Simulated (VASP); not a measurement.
**Be: single point with revPBE**

Be:

```
Be
1.0
     2.09776    0.00000    0.00000
     0.00000    2.09776    0.00000
     0.00000    0.00000    2.09776
Be
1
Direct
  0.00000 0.00000 0.00000
```

This isn't the form of Be at room conditions, which is hcp.

```
Program                : VASP 6.6.1
Task                   : single point
Functional             : revPBE
Potentials or basis    : VASP PAW PBE potentials, release 64 (Be)
Cutoff                 : 520 eV
k mesh                 : 16 × 16 × 16
Occupations            : fermi-dirac, width 0.1 eV
Spin                   : no spin polarisation
Dipole correction      : no
Further INCAR settings : ALGO = Normal; EDIFF = 1e-06; NBANDS = 7
```

```yaml
Pressure: 11.7 GPa
Band_gap_on_the_k_mesh: zero (bands 1 and 2 overlap by 7.53 eV)
```

Levels at points of the mesh, in eV from the Fermi level:
```
           k point  band 1  band 2  band 3  band 4  band 5  band 6
(0.00, 0.00, 0.00)  -10.33   14.70   14.70   14.70   20.31   20.31
(0.50, 0.00, 0.00)   -5.16   -1.68   18.80   18.80   26.48   26.62
(0.50, 0.50, 0.00)    0.68    0.68    6.76    8.16   22.19   34.68
(0.50, 0.50, 0.50)    5.85    5.85    5.85   13.84   13.84   13.84
```

It took 14 s on 1 thread of AMD EPYC 7R13 (shared host), peak memory 0.08 GiB.

Caveat: the cell stands under pressure; the PAW data sets were made with another functional, which shifts forces and pressure a little.
